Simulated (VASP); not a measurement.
Crystal: Hf.

```
CELL_PARAMETERS angstrom
0.00000 2.23500 2.23500
2.23500 0.00000 2.23500
2.23500 2.23500 0.00000
ATOMIC_POSITIONS crystal
Hf 0.00000 0.00000 0.00000
```

This isn't the form of Hf at room conditions, which is hcp.

```yaml
Program: VASP 6.6.1
Task: relaxation of cell and atoms
Functional: PBEsol
Dispersion: D4
Potentials_or_basis: VASP PAW PBE potentials, release 64 (Hf_pv)
Cutoff: 500 eV
k_mesh: 10 × 10 × 10
Occupations: fermi-dirac, width 0.1 eV
Spin: no spin polarisation
```

At the start: pressure -4.7 GPa; volume 22.33 Å³/atom.

Task: How do energy, volume and symmetry change on relaxing?

Result: Over 3 steps the energy falls by 15.1 meV/atom and the volume is 21.34 Å³/atom (-4.4 %); space group Fm-3m (No. 225, to 0.1 Å) before and after.

Step by step:
```csv
step,energy change (eV),largest force (eV/Å),pressure (GPa),volume (Å³)
1,0.0000,0.0000,-4.70,22.33
2,0.0045,0.0000,6.20,20.28
3,-0.0151,0.0000,-0.05,21.34
```

Final structure:
```xyz
1
Lattice="0.0000 2.2016 2.2016 2.2016 0.0000 2.2016 2.2016 2.2016 0.0000" Properties=species:S:1:pos:R:3 pbc="T T T"
Hf    0.0000    0.0000    0.0000
```

Caveat: the PAW data sets were made with another functional, which shifts forces and pressure a little.
